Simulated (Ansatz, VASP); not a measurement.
# AlO2: VASP beside Ansatz

INCAR

```
  PREC = Accurate
  ENCUT = 600
  EDIFF = 1E-6
  ISMEAR = 0
  SIGMA = 0.1
  LREAL = False
  LASPH = True
  NELM = 150
  ALGO = Fast
  ISIF = 3
  LWAVE = False
  LCHARG = False
  ISPIN = 2
  MAGMOM = 0 0.48 0.48
  LORBIT = 11
  GGA = PE
  IBRION = 2
  NSW = 100
  EDIFFG = -0.01
```

File KPOINTS:

```
regular mesh
0
Gamma
  16 16 12
```

The input POSCAR:

```
AlO2
1.0
    2.7480923293      0.0000000000      0.0000000000
    0.0000000000      2.7480923293      0.0000000000
    0.0000000000      0.0000000000      3.6883893891
Al O
1 2
Direct
    0.0000000000      0.0000000000      0.5000000000
    0.0000000000      0.0000000000      0.0000000000
    0.5000000000      0.5000000000      0.5000000000
```

Input for Ansatz:

```yaml
crystal:
  lattice:
    - [2.7480923293, 0.0, 0.0]
    - [0.0, 2.7480923293, 0.0]
    - [0.0, 0.0, 3.6883893891]
  atoms:
    - { symbol: Al, position: [0.0, 0.0, 0.5] }
    - { symbol: O, position: [0.0, 0.0, 0.0], spin: 0.48 }
    - { symbol: O, position: [0.5, 0.5, 0.5], spin: 0.48 }
basis:
  ecutwfc: 420
kpoints:
  mp_grid: { grid: [16, 16, 12] }
hamiltonian:
  xc: pbe
scf:
  occupations: { method: gaussian, width: 0.1 }
output:
  forces: true
  stress: true
  eigenvalues: true
  populations: true
  write_density: true
  write_potential: true
  elf: true
  volumetric_format: npy
magnetization:
  spin_polarized: true
relax:
  adjacent_minimum: "off"
  f_tol: 0.01
  max_steps: 80
  cell: { stress_tol: 0.05 }
```

Alike in both runs: task relaxation of cell and atoms; functional PBE; k mesh 16 × 16 × 12; occupations gaussian, width 0.1 eV; collinear spin.

|  | VASP | Ansatz |
| --- | --- | --- |
| version | VASP 6.6.1 | Ansatz 0.2.0 |
| potentials or method | VASP PAW PBE potentials, release 64 (Al, O), cutoff 600 eV | scalar-relativistic, plane waves, PAW |
| valence electrons in the cell | 15 | 15 |

|  | VASP | Ansatz | Ansatz less VASP |
| --- | --- | --- | --- |
| gap on the k mesh at the Fermi level, each at its own relaxed structure (eV) | none | none | - |
| net moment per atom (μB) | 0.33 | 0.33 | 0.000 |
| size of the moment on the site where the two differ most (μB) | 0.70 | 0.71 | +0.010 |
| relaxed volume (Å³/atom) | 9.25 | 9.28 | +0.027 |
| relaxed cell length with the largest relative difference (Å) | 2.739 | 2.742 | +0.0032 |

Site moments also hang on the region over which each program counts them. A gap of «none» marks a metal or a gap that the smearing closes.
